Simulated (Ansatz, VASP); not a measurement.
Two plane-wave programs on NaH

```
CELL_PARAMETERS angstrom
-0.26967 2.39703 2.39703
2.39703 -0.26967 2.39703
2.12737 2.12737 0.00000
ATOMIC_POSITIONS crystal
Na 0.00000 0.00000 0.00000
H 0.50000 0.50000 0.50000
```

Change from the starting cell: engineering shear strain xy -0.2250, normal strain along z +0.0000.

Alike in both runs: task single point; functional r2SCAN; k mesh 8 × 8 × 8; occupations fermi-dirac, width 0.2 eV; no spin polarisation.

|  | VASP | Ansatz |
| --- | --- | --- |
| version | VASP 6.6.1 | Ansatz 0.2.0 |
| potentials or method | VASP PAW PBE potentials, release 64 (Na_pv, H), cutoff 520 eV | scalar-relativistic, plane waves, PAW |
| valence electrons in the cell | 8 | 10 |

VASP gave:

```
gap on the k mesh at the Fermi level (eV)                     : 3.56
least direct gap on the mesh (eV)                             : 5.07
pressure (GPa)                                                : 0.0
traceless stress, the component that is largest in VASP (GPa) : 5.72
```

Task: What did Ansatz give for the same quantities?

Result: gap on the k mesh at the Fermi level (eV): 3.54; least direct gap on the mesh (eV): 5.07; pressure (GPa): 0.2; traceless stress, the component that is largest in VASP (GPa): 5.72.

VASP's potentials were made for PBE, not for r2SCAN. With one functional, cell and mesh, what is left measures potentials, basis and numerics. VASP's potentials hold 8 valence electrons a cell and Ansatz's 10, so a difference there can come from the potentials and not from the codes.
